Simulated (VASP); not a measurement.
# Cr (Cmcm) in VASP: further runs

The runs below take Cr through single point, with PBE.

All numbers are computed with VASP 6.6.1; they aren't measurements. Logs are shortened: lines on timing, memory, paths and dates and some standing lists are left out, and cuts for length are marked.

### 1 The cell of the first run

Symmetry: Cmcm, No. 63, orthorhombic system. Conventional cell: a = 2.294 Å, b = 4.934 Å, c = 4.064 Å, α = 90.00°, β = 90.00°, γ = 90.00°. Cr (site symmetry m2m) has 12 Cr at 2.29 to 2.72 Å within 3.0 Å.

### 2 Single point, PBE

Input file INCAR:

```
PREC     = Accurate       # precision mode
ENCUT    = 520            # plane-wave cutoff, eV
EDIFF    = 1E-6           # SCF threshold, eV
ISMEAR   = -1             # smearing method
SIGMA    = 0.05           # smearing width, eV
LREAL    = False          # projectors in reciprocal space
LASPH    = True           # aspherical terms in the spheres
NELM     = 80             # most SCF steps
ALGO     = Normal         # electronic algorithm
ISIF     = 2              # what is computed and relaxed
LWAVE    = False          # write WAVECAR
LCHARG   = False          # write CHGCAR
GGA      = PE             # functional
NBANDS   = 19             # bands
```

Input file KPOINTS:

```
Automatic mesh
0
Gamma
  13 13 7
```

Input file POSCAR:

```
Cr
1.0
    1.1470505050     -2.4670251200      0.0000000000
    1.1470505050      2.4670251200      0.0000000000
    0.0000000000      0.0000000000      4.0643107400
Cr
2
Direct
    0.8705325800      0.1294674200      0.7500000000
    0.1294674200      0.8705325800      0.2500000000
```

Potentials or basis: VASP PAW PBE potentials, release 64 (Cr_pv).

Started as:

```bash
$ cat potpaw_PBE.64/Cr_pv/POTCAR > POTCAR
$ mpirun -np 1 vasp_std > vasp.out
```

OUTCAR:

```text
PREC = Accurate
   ENCUT = 520
   EDIFF = 1E-6
   ISMEAR = -1
   LREAL = False
   LASPH = True
   NELM = 80
   ISIF = 2
   GGA = PE

 ion  position               nearest neighbor table
   1  0.871  0.129  0.750-   2 2.40   2 2.40   2 2.62   2 2.62   2 2.62   2 2.62
   2  0.129  0.871  0.250-   1 2.40   1 2.40   1 2.62   1 2.62   1 2.62   1 2.62

  LATTYP: Found a base centered orthorhombic cell.
 ALAT       =     2.2941010100
 B/A-ratio  =     2.1507554456
 C/A-ratio  =     1.7716354782

  Lattice vectors:

 A1 = (   1.1470505050,  -2.4670251200,   0.0000000000)
 A2 = (   1.1470505050,   2.4670251200,   0.0000000000)
 A3 = (   0.0000000000,   0.0000000000,   4.0643107400)

Analysis of symmetry for initial positions (statically):
=====================================================================
 Subroutine PRICEL returns:
 Original cell was already a primitive cell.

 Routine SETGRP: Setting up the symmetry group for a
 base centered orthorhombic supercell.

 Subroutine GETGRP returns: Found  8 space group operations
 (whereof  4 operations were pure point group operations)
 out of a pool of  8 trial point group operations.

The static configuration has the point symmetry C_2h.
 The point group associated with its full space group is D_2h.

Analysis of symmetry for dynamics (positions and initial velocities):
=====================================================================
 Subroutine PRICEL returns:
 Original cell was already a primitive cell.

 Routine SETGRP: Setting up the symmetry group for a
 base centered orthorhombic supercell.

 Subroutine GETGRP returns: Found  8 space group operations
 (whereof  4 operations were pure point group operations)
 out of a pool of  8 trial point group operations.

The dynamic configuration has the point symmetry C_2h.
 The point group associated with its full space group is D_2h.

 Subroutine INISYM returns: Found  8 space group operations
 (whereof  4 operations are pure point group operations),
 and found     1 'primitive' translations

----------------------------------------------------------------------------------------

                                     Primitive cell

  volume of cell :      23.0024

  direct lattice vectors                    reciprocal lattice vectors
     1.147050505 -2.467025120  0.000000000     0.435900597 -0.202673250  0.000000000
     1.147050505  2.467025120  0.000000000     0.435900597  0.202673250  0.000000000
     0.000000000  0.000000000  4.064310740     0.000000000  0.000000000  0.246044179

  length of vectors
     2.720650254  2.720650254  4.064310740     0.480713820  0.480713820  0.246044179

  position of ions in fractional coordinates (direct lattice)
     0.870532580  0.129467420  0.750000000
     0.129467420  0.870532580  0.250000000

  ion indices of the primitive-cell ions
   primitive index   ion index
                 1           1
                 2           2

----------------------------------------------------------------------------------------

 KPOINTS: Automatic mesh

Automatic generation of k-mesh.
 Grid dimensions read from file:
 generate k-points for:   13   13    7

 Generating k-lattice:

  Cartesian coordinates                     Fractional coordinates (reciprocal lattice)
     0.033530815 -0.015590250  0.000000000     0.076923077 -0.000000000  0.000000000
     0.033530815  0.015590250  0.000000000    -0.000000000  0.076923077  0.000000000
     0.000000000  0.000000000  0.035149168     0.000000000  0.000000000  0.142857143

  Length of vectors
     0.036977986  0.036977986  0.035149168

  Shift w.r.t. Gamma in fractional coordinates (k-lattice)
     0.000000000  0.000000000  0.000000000

 Subroutine IBZKPT returns following result:
 ===========================================

 Found    196 irreducible k-points:

 Following reciprocal coordinates:
            Coordinates               Weight
  0.000000  0.000000  0.000000      1.000000
  0.076923  0.000000  0.000000      4.000000
  0.153846 -0.000000  0.000000      4.000000
  0.230769 -0.000000  0.000000      4.000000
  0.307692 -0.000000  0.000000      4.000000
  0.384615 -0.000000  0.000000      4.000000
[... 16 lines left out ...]
  0.384615  0.153846  0.000000      4.000000
  0.461538  0.153846  0.000000      4.000000
 [... further k-points ...]
   k-points           NKPTS =    196   k-points in BZ     NKDIM =    196   number of bands    NBANDS=     19
   number of dos      NEDOS =    301   number of ions     NIONS =      2
   total plane-waves  NPLWV =  12000
   dimension x,y,z NGX =    20 NGY =   20 NGZ =   30
   dimension x,y,z NGXF=    40 NGYF=   40 NGZF=   60
   ions per type =               2
   NGX,Y,Z   is equivalent  to a cutoff of  12.22, 12.22, 12.27 a.u.
   NGXF,Y,Z  is equivalent  to a cutoff of  24.44, 24.44, 24.54 a.u.
 SYSTEM =  unknown system
   PREC   = accura    normal or accurate (medium, high low for compatibility)
   ISTART =      0    job   : 0-new  1-cont  2-samecut
   ICHARG =      2    charge: 1-file 2-atom 10-const
   ISPIN  =      1    spin polarized calculation?
   LNONCOLLINEAR =      F non collinear calculations
   LSORBIT =      F    spin-orbit coupling
   LASPH  =      T    aspherical Exc in radial PAW
   ENCUT  =  520.0 eV  38.22 Ry    6.18 a.u.   5.06  5.06  7.56*2*pi/ulx,y,z
   NELM   =     80;   NELMIN=  2; NELMDL= -5     # of ELM steps
   EDIFF  = 0.1E-05   stopping-criterion for ELM
   LREAL  =      F    real-space projection
   EDIFFG = 0.1E-04   stopping-criterion for IOM
   NSW    =      0    number of steps for IOM
   IBRION =     -1    ionic relax: 0-MD 1-quasi-New 2-CG
   NFREE  =      0    steps in history (QN), initial steepest desc. (CG)
   ISIF   =      2    stress and relaxation
   ISYM   =      2    0-nonsym 1-usesym 2-fastsym
   POTIM  = 0.5000    time-step for ionic-motion
   TEBEG  =    0.0;   TEEND  =   0.0 temperature during run
   PSTRESS=    0.0 pullay stress
   NELECT =      24.0000    total number of electrons
   NUPDOWN=      -1.0000    fix difference up-down
   EMIN   =  10.00;   EMAX   =-10.00  energy-range for DOS
   EFERMI =   0.00;   METHOD = LEGACY
   ISMEAR =    -1;   SIGMA  =   0.05  broadening in eV -4-tet -1-fermi 0-gaus
   EFERMI_NEDOS =   21; number of points for ismear=-14 and -15
   IALGO  =     38    algorithm
   IMIX   =      4    mixing-type and parameters
     AMIX     =   0.40;   BMIX     =  1.00
     AMIX_MAG =   1.60;   BMIX_MAG =  1.00
  volume/ion in A,a.u.               =      11.50        77.61
  Fermi-wavevector in a.u.,A,eV,Ry     =   1.660431  3.137760 37.511698  2.757032
  Thomas-Fermi vector in A             =   2.747669
   LORBIT       =      0    0 simple, 1 ext, 2 COOP (PROOUT), +10 PAW based schemes
   GGA     = PE    functional components
   LHFCALC =     F    Hartree Fock is set to
   AEXX    =    0.0000 exact exchange contribution
   IVDW    =     0    specifies the selected vdW correction
   LEPSILON=     F    determine dielectric tensor
   LRPA    =     F    only Hartree local field effects (RPA)
 non-spin polarized calculation
  energy-cutoff  :      520.00
  volume of cell :       23.00
 maximum number of plane-waves:       646
   NGX = 11   NGY = 11   NGZ = 15

 number of electron      23.9999987 magnetization

 Free energy of the ion-electron system (eV)
  ---------------------------------------------------
  ext. energy  EPLUGINS =         0.00000000
  ---------------------------------------------------
  free energy    TOTEN  =       -18.37645446 eV

  energy without entropy =      -18.35296191  energy(sigma->0) =      -18.36470818

 E-fermi :  11.0057     XC(G=0): -13.6682

 val. band max:       11.0032556593   @ k =   0.3846   0.0769   0.0000
 cond. band min:      11.0080583550   @ k =  -0.4615   0.4615   0.4286
 fundamental gap:      0.0048026957
 Fermi energy:        11.0056962648

 k-point     1 :       0.0000    0.0000    0.0000
  band No.  band energies     occupation
      1     -32.4726      2.00000
      2     -31.9205      2.00000
      3     -31.6719      2.00000
      4     -31.5137      2.00000
      5     -31.4201      2.00000
      6     -31.4088      2.00000
[... 11 lines left out ...]
     18      13.5774      0.00000
     19      18.3518      0.00000

 k-point     2 :       0.0769    0.0000    0.0000
  band No.  band energies     occupation
      1     -32.4532      2.00000
      2     -31.9224      2.00000
      3     -31.6799      2.00000
      4     -31.5146      2.00000
      5     -31.4914      2.00000
      6     -31.4749      2.00000
[... 11 lines left out ...]
     18      14.2193      0.00000
     19      18.3502      0.00000

 k-point     3 :       0.1538   -0.0000    0.0000
  band No.  band energies     occupation
      1     -32.3984      2.00000
      2     -31.9296      2.00000
      3     -31.7396      2.00000
      4     -31.6572      2.00000
      5     -31.6459      2.00000
      6     -31.5180      2.00000
[... 11 lines left out ...]
     18      15.8036      0.00000
     19      18.3474      0.00000

 k-point     4 :       0.2308   -0.0000    0.0000
  band No.  band energies     occupation
      1     -32.3178      2.00000
      2     -32.0179      2.00000
      3     -31.9111      2.00000
      4     -31.9088      2.00000
      5     -31.6931      2.00000
      6     -31.5257      2.00000
[... 11 lines left out ...]
     18      17.5341      0.00000
     19      18.3489      0.00000

 k-point     5 :       0.3077   -0.0000    0.0000
  band No.  band energies     occupation
      1     -32.2942      2.00000
      2     -32.2266      2.00000
      3     -32.1735      2.00000
      4     -31.9265      2.00000
      5     -31.7170      2.00000
      6     -31.5391      2.00000
[... 11 lines left out ...]
     18      18.3494      0.00000
     19      18.3556      0.00000

 k-point     6 :       0.3846   -0.0000    0.0000
  band No.  band energies     occupation
      1     -32.5286      2.00000
      2     -32.3878      2.00000
      3     -32.1445      2.00000
      4     -31.9311      2.00000
      5     -31.7352      2.00000
      6     -31.5563      2.00000
[... 11 lines left out ...]
     18      18.3515      0.00000
     19      18.3550      0.00000

 k-point     7 :       0.4615   -0.0000    0.0000
  band No.  band energies     occupation
      1     -32.6598      2.00000
      2     -32.5073      2.00000
      3     -32.0944      2.00000
      4     -31.9329      2.00000
      5     -31.7454      2.00000
      6     -31.5697      2.00000
[... 11 lines left out ...]
     18      18.3525      0.00000
     19      18.3536      0.00000

 k-point     8 :       0.0769    0.0769    0.0000
  band No.  band energies     occupation
      1     -32.4132      2.00000
      2     -31.9116      2.00000
      3     -31.7001      2.00000
      4     -31.6746      2.00000
      5     -31.6387      2.00000
      6     -31.5077      2.00000
[... 256 lines left out ...]
 k-point    20 :       0.1538    0.1538    0.0000
  band No.  band energies     occupation
      1     -32.2687      2.00000
      2     -32.2505      2.00000
      3     -32.1868      2.00000
      4     -31.8813      2.00000
      5     -31.6804      2.00000
      6     -31.5082      2.00000
[... 11 lines left out ...]
     18      18.3497      0.00000
     19      18.5287      0.00000

 k-point    21 :       0.2308    0.1538    0.0000
  band No.  band energies     occupation
      1     -32.4889      2.00000
      2     -32.3973      2.00000
      3     -32.1869      2.00000
      4     -31.8904      2.00000
      5     -31.7076      2.00000
      6     -31.5239      2.00000
[... 11 lines left out ...]
     18      18.3514      0.00000
     19      18.3554      0.00000

 k-point    22 :       0.3077    0.1538    0.0000
  band No.  band energies     occupation
      1     -32.6325      2.00000
      2     -32.5129      2.00000
      3     -32.1147      2.00000
      4     -31.9137      2.00000
      5     -31.7462      2.00000
      6     -31.5536      2.00000
[... 11 lines left out ...]
     18      18.3533      0.00000
     19      18.3545      0.00000

 k-point    23 :       0.3846    0.1538    0.0000
  band No.  band energies     occupation
      1     -32.6510      2.00000
      2     -32.5100      2.00000
      3     -32.0701      2.00000
      4     -31.9476      2.00000
      5     -31.7862      2.00000
      6     -31.5891      2.00000
[... 11 lines left out ...]
     18      18.3513      0.00000
     19      18.3536      0.00000

 k-point    24 :       0.4615    0.1538    0.0000
  band No.  band energies     occupation
      1     -32.5427      2.00000
      2     -32.3888      2.00000
      3     -32.0702      2.00000
      4     -31.9854      2.00000
      5     -31.8162      2.00000
      6     -31.6156      2.00000
[... 11 lines left out ...]
     18      18.3520      0.00000
     19      18.3542      0.00000

 [... further k-points ...]

------------------------ aborting loop because EDIFF is reached ----------------------------------------

  FORCE on cell =-STRESS in cart. coord.  units (eV):
  Direction    XX          YY          ZZ          XY          YZ          ZX
  --------------------------------------------------------------------------------------
  -------------------------------------------------------------------------------------
  Total        1.0450215      0.5732650      1.4836417      0.0000000     -0.0000000      0.0000000
  in kB       72.7885011     39.9294181    103.3395581      0.0000000     -0.0000000      0.0000000
  external PRESSURE =      72.0191591 kB  Pullay stress =       0.0000000 kB

 VOLUME and BASIS-vectors are now :
 -----------------------------------------------------------------------------
  energy-cutoff  :      520.00
  volume of cell :       23.00
      direct lattice vectors                 reciprocal lattice vectors
     1.147050505 -2.467025120  0.000000000     0.435900597 -0.202673250  0.000000000
     1.147050505  2.467025120  0.000000000     0.435900597  0.202673250  0.000000000
     0.000000000  0.000000000  4.064310740     0.000000000  0.000000000  0.246044179

 POSITION                                       TOTAL-FORCE (eV/Angst)
 -----------------------------------------------------------------------------------
      1.14705     -1.82823      3.04823         0.000000      0.178186     -0.000000
      1.14705      1.82823      1.01608         0.000000     -0.178186      0.000000
 -----------------------------------------------------------------------------------
    total drift:                               -0.000000     -0.000000      0.000000

  FREE ENERGIE OF THE ION-ELECTRON SYSTEM (eV)
  ---------------------------------------------------
  free  energy   TOTEN  =       -18.3764544599 eV

  energy  without entropy=      -18.3529619082  energy(sigma->0) =      -18.36470818
```

It took 37 s on 1 thread of AMD EPYC 9R45 (Zen 5), shared host; peak memory 0.15 GiB.

What came out:

```yaml
Free_energy: -18.3765 eV
Pressure: 7.2 GPa
Largest_force: 0.178 eV/Å
Band_gap_on_the_k_mesh: zero (band 12 reaches 11.31 eV, above the bottom of band 13 at 10.69 eV)
```

Forces on the atoms (eV/Å):
```
Cr   0.000  0.178  0.000
Cr   0.000 -0.178  0.000
```

Stress tensor (GPa, compression positive):
```
 7.28  0.00  0.00
 0.00  3.99  0.00
 0.00  0.00 10.33
```

Caveat: the run has no spin polarisation, though such a crystal can be magnetic.

(Continued in part 2 of 2.)
